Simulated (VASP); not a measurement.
Li2H:

```
Li H
1.0
     1.34272   -2.44775    0.02556
    -4.09284   -2.48509    0.08125
     0.05186    0.08489   -5.14400
Li H
4 2
Direct
  0.95515 0.65612 0.22332
  0.52298 0.15814 0.24697
  0.04779 0.65665 0.73786
  0.46131 0.20766 0.79111
  0.02890 0.99201 0.99394
  0.48388 0.49608 0.00681
```

```yaml
Program: VASP 6.6.1
Task: relaxation of cell and atoms
Functional: PBE
Potentials_or_basis: VASP PAW PBE potentials, release 64 (Li_sv, H)
Cutoff: 600 eV
k_mesh: 8 × 4 × 4
Occupations: gaussian, width 0.2 eV
Spin: no spin polarisation
```

At the start: pressure 1.2 GPa; volume 11.45 Å³/atom.

Question: Where does the relaxation end?

Answer: Over 48 steps the energy falls by 39.2 meV/atom and the volume is 11.65 Å³/atom (+1.8 %); space group P1 (No. 1, to 0.1 Å) before, Cm (No. 8, to 0.1 Å).

The path:
| step | energy change (eV) | largest force (eV/Å) | pressure (GPa) | volume (Å³) |
| --- | --- | --- | --- | --- |
| 1 | 0.0000 | 0.9374 | 1.21 | 68.67 |
| 3 | -0.1290 | 0.1670 | -0.23 | 71.33 |
| 5 | -0.1391 | 0.1155 | -0.25 | 71.34 |
| 7 | -0.1513 | 0.0881 | 0.06 | 70.40 |
| 9 | -0.1581 | 0.0666 | 0.05 | 70.24 |
| 11 | -0.1633 | 0.0488 | -0.02 | 70.40 |
| 13 | -0.1676 | 0.0316 | -0.01 | 70.40 |
| 15 | -0.1707 | 0.0496 | 0.00 | 70.44 |
| 17 | -0.1742 | 0.0883 | 0.11 | 70.27 |
| 19 | -0.1797 | 0.0950 | 0.14 | 70.35 |
| 21 | -0.1847 | 0.0944 | -0.08 | 70.91 |
| 23 | -0.1933 | 0.0776 | 0.09 | 70.51 |
| 25 | -0.1974 | 0.0544 | 0.03 | 70.60 |
| 27 | -0.2006 | 0.0309 | -0.07 | 70.81 |
| 29 | -0.2008 | 0.0452 | -0.09 | 70.89 |
| 31 | -0.2040 | 0.0576 | 0.11 | 70.27 |
| 33 | -0.2083 | 0.0510 | 0.07 | 70.25 |
| 35 | -0.2119 | 0.1031 | 0.03 | 70.17 |
| 37 | -0.2170 | 0.1180 | 0.00 | 70.17 |
| 39 | -0.2232 | 0.1126 | -0.02 | 70.09 |
| 41 | -0.2271 | 0.0629 | 0.05 | 70.02 |
| 43 | -0.2314 | 0.0558 | -0.03 | 70.16 |
| 45 | -0.2331 | 0.0452 | -0.04 | 70.13 |
| 47 | -0.2346 | 0.0285 | 0.00 | 69.93 |
| 48 | -0.2352 | 0.0232 | 0.02 | 69.91 |

Final structure:
```cif
data_structure
_symmetry_space_group_name_H-M 'P 1'
_symmetry_Int_Tables_number 1
_cell_length_a 2.7912
_cell_length_b 4.8584
_cell_length_c 5.3408
_cell_angle_alpha 86.386
_cell_angle_beta 75.300
_cell_angle_gamma 89.895
_cell_volume 69.91
loop_
_atom_site_label
_atom_site_type_symbol
_atom_site_fract_x
_atom_site_fract_y
_atom_site_fract_z
_atom_site_occupancy
Li1 Li 0.89945 0.64542 0.20523 1
Li2 Li 0.35967 0.13673 0.28148 1
Li3 Li 0.13815 0.68067 0.71871 1
Li4 Li 0.60325 0.18135 0.79397 1
H1 H 0.99012 0.01002 0.02131 1
H2 H 0.50937 0.51247 0.97930 1
```

Caveat: the cutoff is under 1.25 times the usual one of these potentials, so pressure, stress and relaxed cells hold a basis-set (Pulay) error.
